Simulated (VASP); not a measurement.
# Ga (P-1) in VASP: notebook

The runs below take Ga through single point, with PBE.

Program: VASP 6.6.1. These are calculated values, not measurements. Logs are shortened: lines on timing, memory, paths and dates and some standing lists are left out, and cuts for length are marked.

## (1) The cell of the first run

The typed cell holds 2 atoms: a = 4.343 Å, b = 4.289 Å, c = 3.170 Å, α = 91.47°, β = 89.31°, γ = 140.74°.

## (2) Single point, PBE (equal xy, yz and zx shear strains of -2 %)

The input, INCAR:

```
PREC = Accurate
ENCUT = 520
EDIFF = 1E-7
ISMEAR = -1
SIGMA = 0.08
LREAL = False
LASPH = True
NELM = 100
ALGO = Normal
ISIF = 2
LWAVE = False
LCHARG = False
GGA = PE
NBANDS = 20
```

The input, KPOINTS:

```
regular mesh
0
Gamma
  12 12 10
```

The input, POSCAR:

```
Ga
1.0
    1.4906500000     -4.0795000000      0.0261500000
    1.4093500000      4.0505000000     -0.0551500000
   -0.0317000000     -0.0317000000      3.1700000000
Ga
2
Direct
    0.8670000000      0.1330000000      0.2500000000
    0.1330000000      0.8670000000      0.7500000000
```

Potentials or basis: VASP PAW PBE potentials, release 64 (Ga_d).

On the command line:

```bash
cat potpaw_PBE.64/Ga_d/POTCAR > POTCAR
mpirun -np 1 vasp_std > vasp.out
```

OUTCAR:

```text
PREC = Accurate
   ENCUT = 520
   EDIFF = 1E-7
   ISMEAR = -1
   LREAL = False
   LASPH = True
   NELM = 100
   ISIF = 2
   GGA = PE

 ion  position               nearest neighbor table
   1  0.867  0.133  0.250-   2 2.66   2 2.71   2 2.81   2 2.88   2 2.89   2 2.89
   2  0.133  0.867  0.750-   1 2.66   1 2.71   1 2.81   1 2.88   1 2.89   1 2.89

  LATTYP: Found a triclinic cell.
 ALAT       =     2.9002899855
 B/A-ratio  =     2.0732816395
 C/A-ratio  =     1.0931034483
 COS(alpha) =     0.0009430936
 COS(beta)  =     0.0198960208
 COS(gamma) =     0.7369422000

  Lattice vectors:

 A1 = (   2.9000000000,  -0.0290000000,  -0.0290000000)
 A2 = (   4.3906500000,  -4.1085000000,  -0.0028500000)
 A3 = (   0.0317000000,   0.0317000000,  -3.1700000000)

Analysis of symmetry for initial positions (statically):
=====================================================================
 Subroutine PRICEL returns:
 Original cell was already a primitive cell.

 Routine SETGRP: Setting up the symmetry group for a
 triclinic supercell.

 Subroutine GETGRP returns: Found  2 space group operations
 (whereof  2 operations were pure point group operations)
 out of a pool of  2 trial point group operations.

The static configuration has the point symmetry S_2 .

Analysis of symmetry for dynamics (positions and initial velocities):
=====================================================================
 Subroutine PRICEL returns:
 Original cell was already a primitive cell.

 Routine SETGRP: Setting up the symmetry group for a
 triclinic supercell.

 Subroutine GETGRP returns: Found  2 space group operations
 (whereof  2 operations were pure point group operations)
 out of a pool of  2 trial point group operations.

The dynamic configuration has the point symmetry S_2 .

 Subroutine INISYM returns: Found  2 space group operations
 (whereof  2 operations are pure point group operations),
 and found     1 'primitive' translations

----------------------------------------------------------------------------------------

                                     Primitive cell

  volume of cell :      37.3583

  direct lattice vectors                    reciprocal lattice vectors
     1.490650000 -4.079500000  0.026150000     0.343654575 -0.119542273  0.002241123
     1.409350000  4.050500000 -0.055150000     0.346139950  0.126509894  0.004726498
    -0.031700000 -0.031700000  3.170000000     0.003187082  0.003187082  0.315521155

  length of vectors
     4.343390553  4.289039426  3.170316984     0.363859649  0.368564727  0.315553346

  position of ions in fractional coordinates (direct lattice)
     0.867000000  0.133000000  0.250000000
     0.133000000  0.867000000  0.750000000

  ion indices of the primitive-cell ions
   primitive index   ion index
                 1           1
                 2           2

----------------------------------------------------------------------------------------

 KPOINTS: regular mesh

Automatic generation of k-mesh.
 Grid dimensions read from file:
 generate k-points for:   12   12   10

 Generating k-lattice:

  Cartesian coordinates                     Fractional coordinates (reciprocal lattice)
     0.028637881 -0.009961856  0.000186760     0.083333333 -0.000000000 -0.000000000
     0.028844996  0.010542491  0.000393875     0.000000000  0.083333333 -0.000000000
     0.000318708  0.000318708  0.031552115     0.000000000  0.000000000  0.100000000

  Length of vectors
     0.030321637  0.030713727  0.031555335

  Shift w.r.t. Gamma in fractional coordinates (k-lattice)
     0.000000000  0.000000000  0.000000000

 Subroutine IBZKPT returns following result:
 ===========================================

 Found    724 irreducible k-points:

 Following reciprocal coordinates:
            Coordinates               Weight
  0.000000  0.000000  0.000000      1.000000
  0.083333 -0.000000 -0.000000      2.000000
  0.166667 -0.000000 -0.000000      2.000000
  0.250000 -0.000000 -0.000000      2.000000
  0.333333 -0.000000 -0.000000      2.000000
  0.416667 -0.000000 -0.000000      2.000000
[... 16 lines left out ...]
  0.250000  0.166667 -0.000000      2.000000
  0.333333  0.166667 -0.000000      2.000000
 [... further k-points ...]
   k-points           NKPTS =    724   k-points in BZ     NKDIM =    724   number of bands    NBANDS=     20
   number of dos      NEDOS =    301   number of ions     NIONS =      2
   total plane-waves  NPLWV =  24576
   dimension x,y,z NGX =    32 NGY =   32 NGZ =   24
   dimension x,y,z NGXF=    64 NGYF=   64 NGZF=   48
   ions per type =               2
   NGX,Y,Z   is equivalent  to a cutoff of  12.25, 12.40, 12.59 a.u.
   NGXF,Y,Z  is equivalent  to a cutoff of  24.50, 24.81, 25.17 a.u.
 SYSTEM =  unknown system
   PREC   = accura    normal or accurate (medium, high low for compatibility)
   ISTART =      0    job   : 0-new  1-cont  2-samecut
   ICHARG =      2    charge: 1-file 2-atom 10-const
   ISPIN  =      1    spin polarized calculation?
   LNONCOLLINEAR =      F non collinear calculations
   LSORBIT =      F    spin-orbit coupling
   LASPH  =      T    aspherical Exc in radial PAW
   ENCUT  =  520.0 eV  38.22 Ry    6.18 a.u.   8.08  7.97  5.89*2*pi/ulx,y,z
   NELM   =    100;   NELMIN=  2; NELMDL= -5     # of ELM steps
   EDIFF  = 0.1E-06   stopping-criterion for ELM
   LREAL  =      F    real-space projection
   EDIFFG = 0.1E-05   stopping-criterion for IOM
   NSW    =      0    number of steps for IOM
   IBRION =     -1    ionic relax: 0-MD 1-quasi-New 2-CG
   NFREE  =      0    steps in history (QN), initial steepest desc. (CG)
   ISIF   =      2    stress and relaxation
   ISYM   =      2    0-nonsym 1-usesym 2-fastsym
   POTIM  = 0.5000    time-step for ionic-motion
   TEBEG  =    0.0;   TEEND  =   0.0 temperature during run
   PSTRESS=    0.0 pullay stress
   NELECT =      26.0000    total number of electrons
   NUPDOWN=      -1.0000    fix difference up-down
   EMIN   =  10.00;   EMAX   =-10.00  energy-range for DOS
   EFERMI =   0.00;   METHOD = LEGACY
   ISMEAR =    -1;   SIGMA  =   0.08  broadening in eV -4-tet -1-fermi 0-gaus
   EFERMI_NEDOS =   21; number of points for ismear=-14 and -15
   IALGO  =     38    algorithm
   IMIX   =      4    mixing-type and parameters
     AMIX     =   0.40;   BMIX     =  1.00
     AMIX_MAG =   1.60;   BMIX_MAG =  1.00
  volume/ion in A,a.u.               =      18.68       126.05
  Fermi-wavevector in a.u.,A,eV,Ry     =   1.450787  2.741590 28.637321  2.104784
  Thomas-Fermi vector in A             =   2.568359
   LORBIT       =      0    0 simple, 1 ext, 2 COOP (PROOUT), +10 PAW based schemes
   GGA     = PE    functional components
[... 5 lines left out ...]
 non-spin polarized calculation
  energy-cutoff  :      520.00
  volume of cell :       37.36
 maximum number of plane-waves:      1025
   NGX = 17   NGY = 15   NGZ = 11

 number of electron      26.0000002 magnetization

 Free energy of the ion-electron system (eV)
  ---------------------------------------------------
  ext. energy  EPLUGINS =         0.00000000
  ---------------------------------------------------
  free energy    TOTEN  =        -5.75797499 eV

  energy without entropy =       -5.74045704  energy(sigma->0) =       -5.74921602

 E-fermi :   5.6656     XC(G=0): -11.0204

 val. band max:        5.6633212489   @ k =   0.1667  -0.0000  -0.0000
 cond. band min:       5.6678334981   @ k =  -0.2500   0.2500   0.4000
 fundamental gap:      0.0045122492
 Fermi energy:         5.6655650961

 k-point     1 :       0.0000    0.0000    0.0000
  band No.  band energies     occupation
      1      -9.5448      2.00000
      2      -9.5211      2.00000
      3      -9.4506      2.00000
      4      -9.4361      2.00000
      5      -9.2465      2.00000
      6      -9.2312      2.00000
[... 12 lines left out ...]
     19      16.8797      0.00000
     20      17.4189      0.00000

 k-point     2 :       0.0833   -0.0000   -0.0000
  band No.  band energies     occupation
      1      -9.5379      2.00000
      2      -9.5169      2.00000
      3      -9.4476      2.00000
      4      -9.4090      2.00000
      5      -9.2550      2.00000
      6      -9.2394      2.00000
[... 12 lines left out ...]
     19      17.6029      0.00000
     20      19.0128      0.00000

 k-point     3 :       0.1667   -0.0000   -0.0000
  band No.  band energies     occupation
      1      -9.5194      2.00000
      2      -9.5056      2.00000
      3      -9.4264      2.00000
      4      -9.3549      2.00000
      5      -9.2758      2.00000
      6      -9.2626      2.00000
[... 12 lines left out ...]
     19      18.1193      0.00000
     20      21.0818      0.00000

 k-point     4 :       0.2500   -0.0000   -0.0000
  band No.  band energies     occupation
      1      -9.4952      2.00000
      2      -9.4904      2.00000
      3      -9.3979      2.00000
      4      -9.3439      2.00000
      5      -9.2970      2.00000
      6      -9.2486      2.00000
[... 12 lines left out ...]
     19      18.2198      0.00000
     20      20.6666      0.00000

 k-point     5 :       0.3333   -0.0000   -0.0000
  band No.  band energies     occupation
      1      -9.4770      2.00000
      2      -9.4728      2.00000
      3      -9.3845      2.00000
      4      -9.3689      2.00000
      5      -9.3320      2.00000
      6      -9.2327      2.00000
[... 12 lines left out ...]
     19      17.6475      0.00000
     20      19.1245      0.00000
[... 353 lines left out ...]
      6      -9.2651      2.00000
[... 12 lines left out ...]
     19      18.6446      0.00000
     20      21.1406      0.00000

 k-point    22 :       0.1667    0.1667   -0.0000
  band No.  band energies     occupation
      1      -9.4934      2.00000
      2      -9.4782      2.00000
      3      -9.4037      2.00000
      4      -9.3160      2.00000
      5      -9.3029      2.00000
      6      -9.2672      2.00000
[... 12 lines left out ...]
     19      18.7546      0.00000
     20      20.3499      0.00000

 k-point    23 :       0.2500    0.1667   -0.0000
  band No.  band energies     occupation
      1      -9.4858      2.00000
      2      -9.4562      2.00000
      3      -9.4324      2.00000
      4      -9.3224      2.00000
      5      -9.3135      2.00000
      6      -9.2703      2.00000
[... 12 lines left out ...]
     19      17.7799      0.00000
     20      18.9166      0.00000

 k-point    24 :       0.3333    0.1667   -0.0000
  band No.  band energies     occupation
      1      -9.4788      2.00000
      2      -9.4570      2.00000
      3      -9.4266      2.00000
      4      -9.3371      2.00000
      5      -9.3145      2.00000
      6      -9.2639      2.00000
[... 12 lines left out ...]
     19      16.4853      0.00000
     20      17.8821      0.00000

 [... further k-points ...]
[... 5 lines left out ...]
  --------------------------------------------------------------------------------------
  -------------------------------------------------------------------------------------
  Total       -0.1318569      0.6798950      0.7025720      0.0081942      0.1653848     -0.0405974
  in kB       -5.6549261     29.1585435     30.1310868      0.3514228      7.0928293     -1.7410955
  external PRESSURE =      17.8782347 kB  Pullay stress =       0.0000000 kB

 VOLUME and BASIS-vectors are now :
 -----------------------------------------------------------------------------
  energy-cutoff  :      520.00
  volume of cell :       37.36
      direct lattice vectors                 reciprocal lattice vectors
     1.490650000 -4.079500000  0.026150000     0.343654575 -0.119542273  0.002241123
     1.409350000  4.050500000 -0.055150000     0.346139950  0.126509894  0.004726498
    -0.031700000 -0.031700000  3.170000000     0.003187082  0.003187082  0.315521155

 POSITION                                       TOTAL-FORCE (eV/Angst)
 -----------------------------------------------------------------------------------
      1.47191     -3.00613      0.80784        -0.016947      0.196730      0.013267
      1.39639      2.94543      2.33316         0.016947     -0.196730     -0.013267
 -----------------------------------------------------------------------------------
    total drift:                                0.000000      0.000000     -0.000000

  FREE ENERGIE OF THE ION-ELECTRON SYSTEM (eV)
  ---------------------------------------------------
  free  energy   TOTEN  =        -5.7579749903 eV

  energy  without entropy=       -5.7404570446  energy(sigma->0) =       -5.74921602
```

It took 4.3 min on 1 thread of Intel Xeon Platinum 8259CL at 2.50GHz (Skylake/Cascade Lake), shared host; peak memory 0.5 GiB.

Results:

```yaml
Free_energy: -5.7580 eV
Pressure: 1.8 GPa
Largest_force: 0.198 eV/Å
Band_gap_on_the_k_mesh: zero (band 13 reaches 10.77 eV, above the bottom of band 14 at 1.45 eV)
```

Forces in eV/Å, atoms in the order of the input:
```
Ga  -0.017  0.197  0.013
Ga   0.017 -0.197 -0.013
```

Caveat: the cell differs from its parent crystal (equal xy, yz and zx shear strains of -2 %).

## (3) Single point, PBE (equal xy, yz and zx shear strains of +3 %)

The input, INCAR:

```
  ALGO = Normal
  EDIFF = 1E-6
  ENCUT = 520
  GGA = PE
  ISIF = 2
  ISMEAR = -1
  LASPH = T
  LCHARG = F
  LREAL = F
  LWAVE = F
  NBANDS = 20
  NELM = 80
  PREC = Accurate
  SIGMA = 0.08
```

The input, KPOINTS:

```
k-points
0
Gamma
  12 12 10
```

The input, POSCAR:

```
Ga
1.0
    1.3890250000     -4.0432500000     -0.0392250000
    1.5109750000      4.0867500000      0.0827250000
    0.0475500000      0.0475500000      3.1700000000
Ga
2
Direct
    0.8670000000      0.1330000000      0.2500000000
    0.1330000000      0.8670000000      0.7500000000
```

Potentials or basis: VASP PAW PBE potentials, release 64 (Ga_d).

On the command line:

```bash
cat potpaw_PBE.64/Ga_d/POTCAR > POTCAR
mpirun -np 1 vasp_std > vasp.out
```

OUTCAR:

```text
EDIFF = 1E-6
   ENCUT = 520
   GGA = PE
   ISIF = 2
   ISMEAR = -1
   LASPH = T
   LREAL = F
   NELM = 80
   PREC = Accurate

 ion  position               nearest neighbor table
   1  0.867  0.133  0.250-   2 2.64   2 2.72   2 2.83   2 2.84   2 2.85
   2  0.133  0.867  0.750-   1 2.64   1 2.72   1 2.83   1 2.84   1 2.85

  LATTYP: Found a triclinic cell.
 ALAT       =     2.9006524266
 B/A-ratio  =     2.0218274883
 C/A-ratio  =     1.0931034483
 COS(alpha) =     0.0014684991
 COS(beta)  =     0.0302114049
 COS(gamma) =     0.7209576252

  Lattice vectors:

 A1 = (  -2.9000000000,  -0.0435000000,  -0.0435000000)
 A2 = (  -4.2890250000,   3.9997500000,  -0.0042750000)
 A3 = (  -0.0475500000,  -0.0475500000,  -3.1700000000)

Analysis of symmetry for initial positions (statically):
=====================================================================
 Subroutine PRICEL returns:
 Original cell was already a primitive cell.

 Routine SETGRP: Setting up the symmetry group for a
 triclinic supercell.

 Subroutine GETGRP returns: Found  2 space group operations
[... 154 lines left out ...]
 number of electron      26.0000002 magnetization

 Free energy of the ion-electron system (eV)
  ---------------------------------------------------
  ext. energy  EPLUGINS =         0.00000000
  ---------------------------------------------------
  free energy    TOTEN  =        -5.75638443 eV

  energy without entropy =       -5.73904023  energy(sigma->0) =       -5.74771233

 E-fermi :   5.6566     XC(G=0): -11.0219

 val. band max:        5.6554425059   @ k =   0.3333   0.0833   0.5000
 cond. band min:       5.6582464385   @ k =  -0.0833   0.4167   0.3000
 fundamental gap:      0.0028039326
 Fermi energy:         5.6566220388

 k-point     1 :       0.0000    0.0000    0.0000
  band No.  band energies     occupation
      1      -9.5424      2.00000
      2      -9.5201      2.00000
      3      -9.4477      2.00000
      4      -9.4338      2.00000
      5      -9.2447      2.00000
      6      -9.2285      2.00000
[... 541 lines left out ...]
     19      16.7471      0.00000
     20      17.6141      0.00000

 [... further k-points ...]
[... 5 lines left out ...]
  --------------------------------------------------------------------------------------
  -------------------------------------------------------------------------------------
  Total       -0.1342233      0.6434927      0.7050282      0.0031950     -0.2253972      0.0483771
  in kB       -5.7585228     27.6074759     30.2475062      0.1370755     -9.6701163      2.0755004
  external PRESSURE =      17.3654864 kB  Pullay stress =       0.0000000 kB

 VOLUME and BASIS-vectors are now :
 -----------------------------------------------------------------------------
  energy-cutoff  :      520.00
  volume of cell :       37.34
      direct lattice vectors                 reciprocal lattice vectors
     1.389025000 -4.043250000 -0.039225000     0.346799092 -0.128154021 -0.003279676
     1.510975000  4.086750000  0.082725000     0.343161975  0.117957552 -0.006916793
     0.047550000  0.047550000  3.170000000    -0.004664000 -0.004664000  0.315597333

 POSITION                                       TOTAL-FORCE (eV/Angst)
 -----------------------------------------------------------------------------------
      1.41713     -2.95007      0.76949         0.021447      0.192130     -0.031663
      1.53042      3.04112      2.44401        -0.021447     -0.192130      0.031663
 -----------------------------------------------------------------------------------
    total drift:                                0.000000      0.000000     -0.000000

  FREE ENERGIE OF THE ION-ELECTRON SYSTEM (eV)
  ---------------------------------------------------
  free  energy   TOTEN  =        -5.7563844350 eV

  energy  without entropy=       -5.7390402350  energy(sigma->0) =       -5.74771233
```

Run time: 3.4 min. Hardware: 1 thread of Intel Xeon Platinum 8259CL at 2.50GHz (Skylake/Cascade Lake), shared host; peak memory 0.51 GiB.

What came out:

```
Free energy            : -5.7564 eV
Pressure               : 1.7 GPa
Largest force          : 0.196 eV/Å
Band gap on the k mesh : zero (band 13 reaches 10.75 eV, above the bottom of band 14 at 1.47 eV)
```

Forces on the atoms (eV/Å):
```
Ga   0.021  0.192 -0.032
Ga  -0.021 -0.192  0.032
```

Stress tensor (GPa, compression positive):
```
-0.58  0.01  0.21
 0.01  2.76 -0.97
 0.21 -0.97  3.02
```

Levels at points of the mesh, in eV from the Fermi level:
```
           k point  band 10  band 11  band 12  band 13  band 14  band 15  band 16  band 17
(0.00, 0.00, 0.00)   -14.68   -11.25    -2.27    -1.56     2.91     6.60     7.82     8.71
(0.50, 0.00, 0.00)   -14.73    -6.58    -5.41    -1.96    -0.69     6.65     7.09     9.12
(0.00, 0.50, 0.00)   -14.72    -6.83    -5.42    -1.55    -0.14     6.08     6.63     8.49
(0.50, 0.50, 0.00)   -14.74    -9.22    -8.58     5.09     5.81     5.82     7.15     7.25
(0.00, 0.00, 0.50)   -14.75    -7.42    -7.40     1.59     1.93     2.47     2.78     9.97
(0.50, 0.00, 0.50)   -14.72    -2.97    -2.92    -1.63    -1.54     1.18     2.08     3.68
(0.00, 0.50, 0.50)   -14.72    -3.27    -3.19    -1.66    -1.42     2.13     2.13     4.43
(0.50, 0.50, 0.50)   -14.81    -5.83    -5.35    -4.28    -4.18     9.51     9.56    11.11
```

Caveat: the cell differs from its parent crystal (equal xy, yz and zx shear strains of +3 %).
